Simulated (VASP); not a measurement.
Runs of VASP 6.6.1 on Si. The structure is hexagonal, space group P6_3/mmc (No. 194). The conventional cell has a = 3.831 Å, b = 3.831 Å, c = 6.333 Å, α = 90.00°, β = 90.00°, γ = 120.00°. Si (site symmetry 3m) has 4 Si at 2.35 to 2.37 Å within 3.1 Å. This isn't the form of Si at room conditions, which is diamond.

```csv
task,level,cell,k mesh,cutoff (eV),smearing,grid for exact exchange (PRECFOCK),share of exact exchange,screening parameter,gap on the mesh (eV),pressure (GPa),relaxed volume (Å³/atom),largest force (eV/Å)
single point,PBEsol-based screened hybrid with 25 % exact exchange,as given,4 × 4 × 2,520,fermi-dirac 0.05 eV,Normal,0.25,0.207 1/Å,0.93,-1.1,-,0.09
dielectric tensor,PBEsol,as given,8 × 8 × 4,520,gaussian 0.01 eV,-,-,-,0.30,-,-,-
relaxation of cell and atoms,PBEsol,relaxed,8 × 8 × 4,600,fermi-dirac 0.05 eV,-,-,-,0.29,0.0,(c),-
relaxation of cell and atoms,RPBE,relaxed,8 × 8 × 4,600,fermi-dirac 0.05 eV,-,-,-,(a),0.0,20.75,-
single point,r2SCAN50,as given,4 × 4 × 2,520,fermi-dirac 0.05 eV,Normal,0.5,-,(b),-2.2,-,0.09
```

Alike in all rows: potentials or basis VASP PAW PBE potentials, release 64 (Si); no spin polarisation.

Q: Estimate the missing entries.

A: (a) 0.54; (b) 3.09; (c) 20.06.

Caveats: some runs use coarse meshes; the PAW data sets were made with another functional, which shifts forces and pressure a little; semilocal functionals underestimate gaps, and a narrow one can read as zero (at least some runs); the gap is small at this level, which inflates the dielectric constant (at least some runs).

A k mesh can miss the band edges.
